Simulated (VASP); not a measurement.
Input of a VASP 6.6.1 run:

Contents of INCAR:

```
ALGO = Normal
EDIFF = 1E-6
ENCUT = 520
GGA = PE
ISIF = 2
ISMEAR = 0
LASPH = True
LCHARG = False
LREAL = False
LWAVE = False
NBANDS = 11
NELM = 60
PREC = Accurate
SIGMA = 0.01
```

The input KPOINTS:

```
k-points
0
Gamma
  8 8 8
```

File POSCAR:

```
BAs
1.0
    0.0000000000      2.3724693156      2.3724693156
    2.3724693156      0.0000000000      2.3724693156
    2.3724693156      2.3724693156      0.0000000000
B As
1 1
Direct
    0.0000000000      0.0000000000      0.0000000000
    0.2500000000      0.2500000000      0.2500000000
```

Potentials or basis: VASP PAW PBE potentials, release 64 (B, As).

Launch:

```sh
$ cat potpaw_PBE.64/B/POTCAR potpaw_PBE.64/As/POTCAR > POTCAR
$ mpirun -np 1 vasp_std > vasp.out
```

Problem. Predict the band gap on the k mesh.

Solution. 1.17 eV, indirect (least direct gap 3.30 eV).

Problem. Predict the pressure.

Solution. 6.5 GPa.

A k mesh can miss the band edges. As with any semilocal functional, this PBE gap is likely too small.
